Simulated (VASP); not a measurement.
Here is a VASP 6.6.1 calculation.

Contents of INCAR:

```
PREC     = Accurate       # precision mode
ENCUT    = 520            # plane-wave cutoff, eV
EDIFF    = 1E-7           # SCF threshold, eV
ISMEAR   = -1             # smearing method
SIGMA    = 0.1            # smearing width, eV
LREAL    = F              # projectors in reciprocal space
LASPH    = T              # aspherical terms in the spheres
NELM     = 60             # most SCF steps
ALGO     = Normal         # electronic algorithm
ISIF     = 2              # what is computed and relaxed
LWAVE    = F              # write WAVECAR
LCHARG   = F              # write CHGCAR
GGA      = PE             # functional
NBANDS   = 16             # bands
```

Contents of KPOINTS:

```
regular mesh
0
Gamma
  13 13 13
```

POSCAR

```
NbP
1.0
    2.8256527308      0.0000000000      0.0000000000
    0.0000000000      2.8256527308      0.0000000000
    0.0000000000      0.0000000000      2.8256527308
Nb P
1 1
Direct
    0.0000000000      0.0000000000      0.0000000000
    0.5000000000      0.5000000000      0.5000000000
```

Potentials or basis: VASP PAW PBE potentials, release 64 (Nb_sv, P).

Run with:

```sh
$ cat potpaw_PBE.64/Nb_sv/POTCAR potpaw_PBE.64/P/POTCAR > POTCAR
$ mpirun -np 1 vasp_std > vasp.out
```

Q: Estimate the band gap on the k mesh.

A: Zero (band 9 reaches 21.04 eV, above the bottom of band 10 at 16.00 eV).

Q: Predict the pressure.

A: 99.6 GPa.
